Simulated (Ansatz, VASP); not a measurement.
**One calculation of TiC, two programs**

The input INCAR:

```
SYSTEM = TiC
  PREC = Accurate
  ENCUT = 600
  EDIFF = 1E-6
  ISMEAR = -1
  SIGMA = 0.05
  LREAL = .FALSE.
  LASPH = .TRUE.
  NELM = 120
  ALGO = Normal
  ISIF = 2
  LWAVE = .FALSE.
  LCHARG = .FALSE.
  GGA = PE
  NBANDS = 15
  GGA_COMPAT = .FALSE.
```

The input KPOINTS:

```
Automatic mesh
0
G
  9 9 9
  0 0 0
```

POSCAR

```
TiC
1.0
    0.0000000000      2.1593000000      2.1593000000
    2.1593000000      0.0000000000      2.1593000000
    2.1593000000      2.1593000000      0.0000000000
Ti C
1 1
Direct
    0.0000000000      0.0000000000      0.0000000000
    0.5000000000      0.5000000000      0.5000000000
```

Input for Ansatz:

```yaml
crystal:
  lattice:
    - [0.0, 2.1593, 2.1593]
    - [2.1593, 0.0, 2.1593]
    - [2.1593, 2.1593, 0.0]
  atoms:
    - { symbol: Ti, position: [0.0, 0.0, 0.0] }
    - { symbol: C, position: [0.5, 0.5, 0.5] }
basis:
  ecutwfc: 420.0
kpoints:
  mp_grid:
    grid: [9, 9, 9]
hamiltonian:
  xc: pbe
scf:
  occupations:
    method: fermi_dirac
    width: 0.05
output:
  stress: true
```

Alike in both runs: task single point; functional PBE; k mesh 9 × 9 × 9; occupations fermi-dirac, width 0.05 eV; no spin polarisation.

```csv
,VASP,Ansatz
version,VASP 6.6.1,Ansatz 0.2.0
potentials or method,"VASP PAW PBE potentials, release 64 (Ti_sv, C), cutoff 600 eV","plane waves, PAW"
valence electrons in the cell,16,16
```

```csv
,VASP,Ansatz,Ansatz less VASP
pressure (GPa),2.7,2.6,-0.09
```

With one functional, cell and mesh, what is left measures potentials, basis and numerics.
